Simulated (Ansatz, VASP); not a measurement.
## One calculation of Hf, two programs

```
Hf
1.0
     3.11559    0.00000    0.00000
    -1.55780    2.69818    0.00000
     0.00000    0.00000    4.96029
Hf
2
Cartesian
  0.0000 1.7988 1.2401
  1.5578 0.8994 3.7202
```

Alike in both runs: functional LDA; k mesh 12 × 12 × 8; occupations fermi-dirac, width 0.15 eV; no spin polarisation.

Ansatz relaxed the structure, and its values are those at the end. VASP's run is a single point on that final structure, the one shown.

|  | VASP | Ansatz |
| --- | --- | --- |
| version | VASP 6.6.1 | Ansatz 0.2.0 |
| potentials or method | VASP PAW LDA potentials, release 64 (Hf_pv), cutoff 520 eV | scalar-relativistic, plane waves, PAW |
| valence electrons in the cell | 20 | 52 |

Ansatz gave:

* gap on the k mesh at the Fermi level (eV): none
* pressure (GPa): 0.0

Q: Which values does VASP return?

A: gap on the k mesh at the Fermi level (eV): none; pressure (GPa): 0.1.

Ansatz warns that its potentials were made for another functional, while VASP's fit it. LDA's correlation is that of Perdew and Zunger in VASP and of Perdew and Wang (1992) in Ansatz. A gap of «none» marks a metal or a gap that the smearing closes. VASP's potentials hold 20 valence electrons a cell and Ansatz's 52, so a difference there can come from the potentials and not from the codes.

Neither program's run includes spin-orbit coupling.
